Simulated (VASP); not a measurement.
Wanted: the native input for a VASP 6.6.1 run.

| Property | Result |
| --- | --- |
| Task | electric field gradients |
| Functional | LDA |
| Potentials or basis | VASP PAW LDA potentials, release 64 (Cd, F) |
| Cutoff | 520 eV |
| k mesh | 8 × 8 × 8 |
| Occupations | fermi-dirac, width 0.02 eV |
| Spin | no spin polarisation |
| Dipole correction | no |
| Further INCAR settings | ALGO = Normal; EDIFF = 1e-08; NBANDS = 20 |

The structure of CdF2 lies in POSCAR:

```
CdF2
1.0
    0.0000000000      2.6940000000      2.6940000000
    2.6940000000      0.0000000000      2.6940000000
    2.6940000000      2.6940000000      0.0000000000
Cd F
1 2
Direct
    0.0000000000      0.0000000000      0.0000000000
    0.2500000000      0.2500000000      0.2500000000
    0.7500000000      0.7500000000      0.7500000000
```

These files were run (other wordings do the same):

INCAR

```
PREC = Accurate
ENCUT = 520
EDIFF = 1E-8
ISMEAR = -1
SIGMA = 0.02
LREAL = False
LASPH = True
NELM = 80
ALGO = Normal
ISIF = 2
LWAVE = False
LCHARG = False
LEFG = True
NBANDS = 20
```

KPOINTS

```
regular mesh
0
Gamma
  8 8 8
```

Potentials or basis: VASP PAW LDA potentials, release 64 (Cd, F).

Launch:

```sh
$ cat potpaw_LDA.64/Cd/POTCAR potpaw_LDA.64/F/POTCAR > POTCAR
$ mpirun -np 1 vasp_std > vasp.out
```

It gave:

The pressure is -4.7 GPa and the band gap on the k mesh is 2.80 eV (least direct gap 3.28 eV). The largest electric field gradient by atom is zero within the noise of the run.

Caveat: the cell stands under tension.

Wall time 36 s on 1 thread of AMD EPYC 7R13 (shared host), peak memory 0.12 GiB.
